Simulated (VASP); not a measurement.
# Al (Fm-3m) in VASP: a series of runs

The runs below take Al through single point, with LDA.

Everything below comes from runs of VASP 6.6.1. Logs are shortened: lines on timing, memory, paths and dates and some standing lists are left out, and cuts for length are marked.

## Step 1: The cell of the first run

It takes space group Fm-3m (No. 225, cubic). The conventional cell has a = 3.939 Å, b = 3.939 Å, c = 3.939 Å, α = 90.00°, β = 90.00°, γ = 90.00°. Al (site symmetry m-3m) has 12 Al at 2.79 Å within 3.7 Å.

## Step 2: Single point, LDA

The input, INCAR:

```
PREC = Accurate
ENCUT = 520
EDIFF = 1E-6
ISMEAR = 0
SIGMA = 0.1
LREAL = F
LASPH = T
NELM = 60
ALGO = Normal
ISIF = 2
LWAVE = F
LCHARG = F
GGA = CA
NBANDS = 8
```

The input, KPOINTS:

```
Automatic mesh
0
Gamma
  12 12 12
```

The input, POSCAR:

```
Al
1.0
    0.0000000000      1.9693027183      1.9693027183
    1.9693027183      0.0000000000      1.9693027183
    1.9693027183      1.9693027183      0.0000000000
Al
1
Direct
    0.0000000000      0.0000000000      0.0000000000
```

Potentials or basis: VASP PAW LDA potentials, release 64 (Al).

Launch:

```console
$ cat potpaw_LDA.64/Al/POTCAR > POTCAR
$ mpirun -np 1 vasp_std > vasp.out
```

OUTCAR:

```text
PREC = Accurate
   ENCUT = 520
   EDIFF = 1E-6
   ISMEAR = 0
   LREAL = F
   LASPH = T
   NELM = 60
   ISIF = 2
   GGA = CA

 ion  position               nearest neighbor table
   1  0.000  0.000  0.000-

  LATTYP: Found a face centered cubic cell.
 ALAT       =     3.9386054366

  Lattice vectors:

 A1 = (   0.0000000000,   1.9693027183,   1.9693027183)
 A2 = (   1.9693027183,   0.0000000000,   1.9693027183)
 A3 = (   1.9693027183,   1.9693027183,   0.0000000000)

Analysis of symmetry for initial positions (statically):
=====================================================================
 Subroutine PRICEL returns:
 Original cell was already a primitive cell.

 Routine SETGRP: Setting up the symmetry group for a
 face centered cubic supercell.

 Subroutine GETGRP returns: Found 48 space group operations
 (whereof 48 operations were pure point group operations)
 out of a pool of 48 trial point group operations.

The static configuration has the point symmetry O_h .

Analysis of symmetry for dynamics (positions and initial velocities):
=====================================================================
 Subroutine PRICEL returns:
 Original cell was already a primitive cell.

 Routine SETGRP: Setting up the symmetry group for a
 face centered cubic supercell.

 Subroutine GETGRP returns: Found 48 space group operations
 (whereof 48 operations were pure point group operations)
 out of a pool of 48 trial point group operations.

The dynamic configuration has the point symmetry O_h .

 Subroutine INISYM returns: Found 48 space group operations
 (whereof 48 operations are pure point group operations),
 and found     1 'primitive' translations

----------------------------------------------------------------------------------------

                                     Primitive cell

  volume of cell :      15.2745

  direct lattice vectors                    reciprocal lattice vectors
     0.000000000  1.969302718  1.969302718    -0.253896973  0.253896973  0.253896973
     1.969302718  0.000000000  1.969302718     0.253896973 -0.253896973  0.253896973
     1.969302718  1.969302718  0.000000000     0.253896973  0.253896973 -0.253896973

  length of vectors
     2.785014613  2.785014613  2.785014613     0.439762458  0.439762458  0.439762458

  position of ions in fractional coordinates (direct lattice)
     0.000000000  0.000000000  0.000000000

  ion indices of the primitive-cell ions
   primitive index   ion index
                 1           1

----------------------------------------------------------------------------------------

 KPOINTS: Automatic mesh

Automatic generation of k-mesh.
 Grid dimensions read from file:
 generate k-points for:   12   12   12

 Generating k-lattice:

  Cartesian coordinates                     Fractional coordinates (reciprocal lattice)
    -0.021158081  0.021158081  0.021158081     0.083333333  0.000000000  0.000000000
     0.021158081 -0.021158081  0.021158081     0.000000000  0.083333333  0.000000000
     0.021158081  0.021158081 -0.021158081     0.000000000  0.000000000  0.083333333

  Length of vectors
     0.036646871  0.036646871  0.036646871

  Shift w.r.t. Gamma in fractional coordinates (k-lattice)
     0.000000000  0.000000000  0.000000000

 Subroutine IBZKPT returns following result:
 ===========================================

 Found     72 irreducible k-points:

 Following reciprocal coordinates:
            Coordinates               Weight
  0.000000  0.000000  0.000000      1.000000
  0.083333  0.000000  0.000000      8.000000
  0.166667  0.000000  0.000000      8.000000
  0.250000  0.000000  0.000000      8.000000
  0.333333  0.000000  0.000000      8.000000
  0.416667  0.000000  0.000000      8.000000
[... 16 lines left out ...]
  0.500000  0.166667  0.000000     24.000000
 -0.416667  0.166667  0.000000     24.000000
 [... further k-points ...]
   k-points           NKPTS =     72   k-points in BZ     NKDIM =     72   number of bands    NBANDS=      8
   number of dos      NEDOS =    301   number of ions     NIONS =      1
   total plane-waves  NPLWV =  13824
   dimension x,y,z NGX =    24 NGY =   24 NGZ =   24
   dimension x,y,z NGXF=    48 NGYF=   48 NGZF=   48
   ions per type =               1
   NGX,Y,Z   is equivalent  to a cutoff of  14.33, 14.33, 14.33 a.u.
   NGXF,Y,Z  is equivalent  to a cutoff of  28.65, 28.65, 28.65 a.u.
 SYSTEM =  unknown system
   PREC   = accura    normal or accurate (medium, high low for compatibility)
   ISTART =      0    job   : 0-new  1-cont  2-samecut
   ICHARG =      2    charge: 1-file 2-atom 10-const
   ISPIN  =      1    spin polarized calculation?
   LNONCOLLINEAR =      F non collinear calculations
   LSORBIT =      F    spin-orbit coupling
   LASPH  =      T    aspherical Exc in radial PAW
   ENCUT  =  520.0 eV  38.22 Ry    6.18 a.u.   5.18  5.18  5.18*2*pi/ulx,y,z
   NELM   =     60;   NELMIN=  2; NELMDL= -5     # of ELM steps
   EDIFF  = 0.1E-05   stopping-criterion for ELM
   LREAL  =      F    real-space projection
   EDIFFG = 0.1E-04   stopping-criterion for IOM
   NSW    =      0    number of steps for IOM
   IBRION =     -1    ionic relax: 0-MD 1-quasi-New 2-CG
   NFREE  =      0    steps in history (QN), initial steepest desc. (CG)
   ISIF   =      2    stress and relaxation
   ISYM   =      2    0-nonsym 1-usesym 2-fastsym
   POTIM  = 0.5000    time-step for ionic-motion
   TEBEG  =    0.0;   TEEND  =   0.0 temperature during run
   PSTRESS=    0.0 pullay stress
   NELECT =       3.0000    total number of electrons
   NUPDOWN=      -1.0000    fix difference up-down
   EMIN   =  10.00;   EMAX   =-10.00  energy-range for DOS
   EFERMI =   0.00;   METHOD = LEGACY
   ISMEAR =     0;   SIGMA  =   0.10  broadening in eV -4-tet -1-fermi 0-gaus
   EFERMI_NEDOS =   21; number of points for ismear=-14 and -15
   IALGO  =     38    algorithm
   IMIX   =      4    mixing-type and parameters
     AMIX     =   0.40;   BMIX     =  1.00
     AMIX_MAG =   1.60;   BMIX_MAG =  1.00
  volume/ion in A,a.u.               =      15.27       103.08
  Fermi-wavevector in a.u.,A,eV,Ry     =   0.951611  1.798284 12.320938  0.905563
  Thomas-Fermi vector in A             =   2.080097
   LORBIT       =      0    0 simple, 1 ext, 2 COOP (PROOUT), +10 PAW based schemes
   GGA     = CA    functional components
   LHFCALC =     F    Hartree Fock is set to
   AEXX    =    0.0000 exact exchange contribution
   IVDW    =     0    specifies the selected vdW correction
   LEPSILON=     F    determine dielectric tensor
   LRPA    =     F    only Hartree local field effects (RPA)
 non-spin polarized calculation
 Gauss-broadening in eV      SIGMA  =   0.10
  energy-cutoff  :      520.00
  volume of cell :       15.27
 maximum number of plane-waves:       424
 NGX is ok and might be reduce to    24
   NGX = 11   NGY = 11   NGZ = 11

 number of electron       3.0000000 magnetization

 Free energy of the ion-electron system (eV)
  ---------------------------------------------------
  ext. energy  EPLUGINS =         0.00000000
  ---------------------------------------------------
  free energy    TOTEN  =        -4.19338705 eV

  energy without entropy =       -4.19121564  energy(sigma->0) =       -4.19230134

 E-fermi :   8.4856     XC(G=0): -10.6315

 val. band max:        8.4280671276   @ k =  -0.3333   0.4167   0.0833
 cond. band min:       8.5426113201   @ k =  -0.4167   0.4167   0.0833
 fundamental gap:      0.1145441925
 Fermi energy:         8.4856276839

 k-point     1 :       0.0000    0.0000    0.0000
  band No.  band energies     occupation
      1      -3.0256      2.00000
      2      21.6135      0.00000
      3      21.6135      0.00000
      4      21.6135      0.00000
      5      23.5448      0.00000
      6      23.5448      0.00000
      7      23.5448      0.00000
      8      25.8003      0.00000

 k-point     2 :       0.0833    0.0000    0.0000
  band No.  band energies     occupation
      1      -2.8274      2.00000
      2      19.0040      0.00000
      3      21.1116      0.00000
      4      21.1116      0.00000
      5      24.1381      0.00000
      6      24.3522      0.00000
      7      24.3522      0.00000
      8      27.6955      0.00000

 k-point     3 :       0.1667    0.0000    0.0000
  band No.  band energies     occupation
      1      -2.2349      2.00000
      2      15.5242      0.00000
      3      20.4329      0.00000
      4      20.4329      0.00000
      5      23.9313      0.00000
      6      25.4048      0.00000
      7      25.4048      0.00000
      8      26.5190      0.00000

 k-point     4 :       0.2500    0.0000    0.0000
  band No.  band energies     occupation
      1      -1.2533      2.00000
      2      12.1966      0.00000
      3      19.9931      0.00000
      4      19.9931      0.00000
      5      23.6828      0.00000
      6      23.9928      0.00000
      7      23.9928      0.00000
      8      28.2701      0.00000

 k-point     5 :       0.3333    0.0000    0.0000
  band No.  band energies     occupation
      1       0.1085      2.00000
      2       9.1334      0.00000
      3      19.8545      0.00000
      4      19.8545      0.00000
      5      22.5469      0.00000
      6      22.5469      0.00000
      7      23.6512      0.00000
      8      26.8122      0.00000

 k-point     6 :       0.4167    0.0000    0.0000
  band No.  band energies     occupation
      1       1.8381      2.00000
      2       6.3767      2.00000
      3      20.0290      0.00000
      4      20.0290      0.00000
      5      21.3994      0.00000
      6      21.3994      0.00000
      7      23.9248      0.00000
      8      25.5614      0.00000

 k-point     7 :       0.5000    0.0000    0.0000
  band No.  band energies     occupation
      1       3.7552      2.00000
      2       4.1165      2.00000
      3      20.4070      0.00000
      4      20.4070      0.00000
      5      20.6949      0.00000
      6      20.6949      0.00000
      7      24.3829      0.00000
      8      24.7674      0.00000

 k-point     8 :       0.0833    0.0833    0.0000
  band No.  band energies     occupation
      1      -2.7615      2.00000
      2      19.9641      0.00000
      3      19.9641      0.00000
      4      20.1445      0.00000
      5      22.9628      0.00000
      6      25.5769      0.00000
      7      25.5769      0.00000
      8      26.0049      0.00000

 k-point     9 :       0.1667    0.0833    0.0000
  band No.  band energies     occupation
      1      -2.3006      2.00000
      2      16.7674      0.00000
      3      19.0728      0.00000
      4      20.3479      0.00000
      5      23.3288      0.00000
      6      23.9537      0.00000
      7      25.9483      0.00000
      8      26.9899      0.00000

 k-point    10 :       0.2500    0.0833    0.0000
  band No.  band energies     occupation
      1      -1.4490      2.00000
      2      13.4141      0.00000
      3      18.4911      0.00000
      4      20.0382      0.00000
      5      21.9652      0.00000
      6      25.0562      0.00000
      7      25.8134      0.00000
      8      26.3439      0.00000
[... 78 lines left out ...]
 k-point    18 :      -0.0833    0.0833    0.0000
  band No.  band energies     occupation
      1      -2.4979      2.00000
      2      17.5405      0.00000
      3      18.6276      0.00000
      4      22.1271      0.00000
      5      23.8591      0.00000
      6      24.7813      0.00000
      7      25.7170      0.00000
      8      25.7654      0.00000

 k-point    19 :       0.1667    0.1667    0.0000
  band No.  band energies     occupation
      1      -1.9724      2.00000
      2      18.0259      0.00000
      3      18.0355      0.00000
      4      18.0355      0.00000
      5      21.5019      0.00000
      6      21.7653      0.00000
      7      28.5636      0.00000
      8      28.5636      0.00000

 k-point    20 :       0.2500    0.1667    0.0000
  band No.  band energies     occupation
      1      -1.2533      2.00000
      2      14.8828      0.00000
      3      17.3275      0.00000
      4      18.5856      0.00000
      5      19.5448      0.00000
      6      22.0301      0.00000
      7      28.7866      0.00000
      8      29.1631      0.00000

 k-point    21 :       0.3333    0.1667    0.0000
  band No.  band energies     occupation
      1      -0.1500      2.00000
      2      11.7322      0.00000
      3      16.9497      0.00000
      4      17.6192      0.00000
      5      18.7097      0.00000
      6      23.8452      0.00000
      7      27.5153      0.00000
      8      29.2100      0.00000

 k-point    22 :       0.4167    0.1667    0.0000
  band No.  band energies     occupation
      1       1.3274      2.00000
      2       8.8098      0.00000
      3      16.2105      0.00000
      4      16.9025      0.00000
      5      18.7237      0.00000
      6      26.1699      0.00000
      7      26.2645      0.00000
      8      29.3029      0.00000

 k-point    23 :       0.5000    0.1667    0.0000
  band No.  band energies     occupation
      1       3.1618      2.00000
      2       6.1875      2.00000
      3      15.1110      0.00000
      4      17.1870      0.00000
      5      19.0694      0.00000
      6      25.2554      0.00000
      7      27.8043      0.00000
      8      29.7648      0.00000

 k-point    24 :      -0.4167    0.1667    0.0000
  band No.  band energies     occupation
      1       3.8439      2.00000
      2       5.3887      2.00000
      3      14.3590      0.00000
      4      17.8049      0.00000
      5      19.7624      0.00000
      6      24.5414      0.00000
      7      27.4918      0.00000
      8      30.5003      0.00000

 [... further k-points ...]
[... 5 lines left out ...]
  --------------------------------------------------------------------------------------
  -------------------------------------------------------------------------------------
  Total        0.3341109      0.3341109      0.3341109     -0.0000000     -0.0000000     -0.0000000
  in kB       35.0456254     35.0456254     35.0456254     -0.0000000     -0.0000000     -0.0000000
  external PRESSURE =      35.0456254 kB  Pullay stress =       0.0000000 kB

 VOLUME and BASIS-vectors are now :
 -----------------------------------------------------------------------------
  energy-cutoff  :      520.00
  volume of cell :       15.27
      direct lattice vectors                 reciprocal lattice vectors
     0.000000000  1.969302718  1.969302718    -0.253896973  0.253896973  0.253896973
     1.969302718  0.000000000  1.969302718     0.253896973 -0.253896973  0.253896973
     1.969302718  1.969302718  0.000000000     0.253896973  0.253896973 -0.253896973

 POSITION                                       TOTAL-FORCE (eV/Angst)
 -----------------------------------------------------------------------------------
      0.00000      0.00000      0.00000         0.000000      0.000000     -0.000000
 -----------------------------------------------------------------------------------
    total drift:                               -0.000000      0.000000      0.000000

  FREE ENERGIE OF THE ION-ELECTRON SYSTEM (eV)
  ---------------------------------------------------
  free  energy   TOTEN  =        -4.1933870542 eV

  energy  without entropy=       -4.1912156357  energy(sigma->0) =       -4.19230134
```

Wall time 2.5 s (1 thread of Intel Xeon 6975P-C (Granite Rapids), shared host); peak memory 0.12 GiB.

Results:

```yaml
Free_energy: -4.1934 eV
Pressure: 3.5 GPa
```

## Step 3: Single point, LDA

This run uses another cell than the first one, of 15.94 Å³/atom, 1.043 times its volume.

The input, INCAR:

```
SYSTEM = Al
ALGO     = Normal         ! electronic algorithm
EDIFF    = 1E-6           ! SCF threshold, eV
ENCUT    = 520            ! plane-wave cutoff, eV
ISIF     = 2              ! what is computed and relaxed
ISMEAR   = 0              ! smearing method
LASPH    = .TRUE.         ! aspherical terms in the spheres
LCHARG   = .FALSE.        ! write CHGCAR
LREAL    = .FALSE.        ! projectors in reciprocal space
LWAVE    = .FALSE.        ! write WAVECAR
NBANDS   = 8              ! bands
NELM     = 60             ! most SCF steps
PREC     = Accurate       ! precision mode
SIGMA    = 0.1            ! smearing width, eV
```

The input, KPOINTS:

```
k-points
0
G
  12 12 12
  0 0 0
```

The input, POSCAR:

```
Al
1.0
    0.0000000000      1.9974394157      1.9974394157
    1.9974394157      0.0000000000      1.9974394157
    1.9974394157      1.9974394157      0.0000000000
Al
1
Direct
    0.0000000000      0.0000000000      0.0000000000
```

Potentials or basis: VASP PAW LDA potentials, release 64 (Al).

Launch:

```console
$ cat potpaw_LDA.64/Al/POTCAR > POTCAR
$ mpirun -np 1 vasp_std > vasp.out
```

Run time: 2.5 s. Hardware: 1 thread of Intel Xeon 6975P-C (Granite Rapids), shared host; peak memory 0.12 GiB.

The run converged. Its results:

```yaml
Free_energy: -4.1996 eV
Pressure: -0.4 GPa
```

Levels at points of the mesh, in eV from the Fermi level:
```csv
k point,band 1,band 2,band 3,band 4,band 5
"(0.00, 0.00, 0.00)",-11.21,12.89,12.89,12.89,14.48
"(0.50, 0.00, 0.00)",-4.55,-4.31,11.73,11.73,11.74
"(0.50, 0.50, 0.00)",-2.85,-1.49,5.44,5.83,5.83
```

## Step 4: Single point, LDA

This run uses another cell than the first one, of 16.60 Å³/atom, 1.087 times its volume.

The input, INCAR:

```
  PREC = Accurate
  ENCUT = 520
  EDIFF = 1E-6
  ISMEAR = 0
  SIGMA = 0.1
  LREAL = False
  LASPH = True
  NELM = 60
  ALGO = Normal
  ISIF = 2
  LWAVE = False
  LCHARG = True
  LELF = True
  LVHAR = True
  NBANDS = 8
```

The input, KPOINTS:

```
regular mesh
0
Gamma
  12 12 12
```

The input, POSCAR:

```
Al
1.0
    0.0000000000      2.0248050000      2.0248050000
    2.0248050000      0.0000000000      2.0248050000
    2.0248050000      2.0248050000      0.0000000000
Al
1
Direct
    0.0000000000      0.0000000000      0.0000000000
```

Launch:

```console
$ cat potpaw_LDA.64/Al/POTCAR > POTCAR
$ mpirun -np 1 vasp_std > vasp.out
```

It took 2.8 s on 1 thread of Intel Xeon 6975P-C (Granite Rapids), shared host; peak memory 0.12 GiB.

It converged, with:

```
Free energy : -4.1913 eV
Pressure    : -3.5 GPa
```

Levels at points of the mesh, in eV from the Fermi level:
| k point | band 1 | band 2 | band 3 | band 4 |
| --- | --- | --- | --- | --- |
| (0.00, 0.00, 0.00) | -10.93 | 12.67 | 12.67 | 12.67 |
| (0.50, 0.00, 0.00) | -4.39 | -4.26 | 11.30 | 11.30 |
| (0.50, 0.50, 0.00) | -2.75 | -1.48 | 5.43 | 5.64 |

## Step 5: The runs side by side

| cell | gap on the mesh (eV) | pressure (GPa) |
| --- | --- | --- |
| a = 2.785 Å, angles 60.0°, 1 atom | none | 3.5 |
| a = 2.825 Å, angles 60.0°, 1 atom | none | -0.4 |
| a = 2.864 Å, angles 60.0°, 1 atom | none | -3.5 |

Alike in all rows: task single point; level LDA; potentials or basis VASP PAW LDA potentials, release 64 (Al); no spin polarisation; k mesh 12 × 12 × 12; cutoff (eV) 520; smearing gaussian 0.1 eV.

Absolute energies hang on the potentials; compare differences alone.
